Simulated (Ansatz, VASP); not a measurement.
Two plane-wave programs on TaHg

```
Ta Hg
1.0
     3.19687    0.00000    0.00000
    -1.59844    2.76857    0.00000
     0.00000    0.00000    9.45358
Ta Hg
2 2
Cartesian
  0.0000 1.8457 3.7213
  1.5984 0.9229 5.7323
  0.0000 1.8457 8.1690
  1.5984 0.9229 1.2845
```

Alike in both runs: functional PBE; k mesh 18 × 18 × 6; occupations gaussian, width 0.1 eV; no spin polarisation.

Ansatz relaxed the structure, and its values are those at the end. VASP's run is a single point on that final structure, the one shown.

|  | VASP | Ansatz |
| --- | --- | --- |
| version | VASP 6.6.1 | Ansatz 0.2.0 |
| potentials or method | VASP PAW PBE potentials, release 64 (Ta_pv, Hg), cutoff 500 eV | scalar-relativistic, plane waves, PAW |
| valence electrons in the cell | 46 | 66 |

Ansatz gave:

* gap on the k mesh at the Fermi level (eV): none
* pressure (GPa): 0.0
* rms of the force components (eV/Å): 0.001

Problem. What did VASP give for the same quantities?

Solution. gap on the k mesh at the Fermi level (eV): none; pressure (GPa): 0.3; rms of the force components (eV/Å): 0.016.

A gap of «none» marks a metal or a gap that the smearing closes. The functional is the same, so the differences come from potentials, cutoffs and numerics. VASP's potentials hold 46 valence electrons a cell and Ansatz's 66, so a difference there can come from the potentials and not from the codes.

Spin-orbit coupling is off throughout.
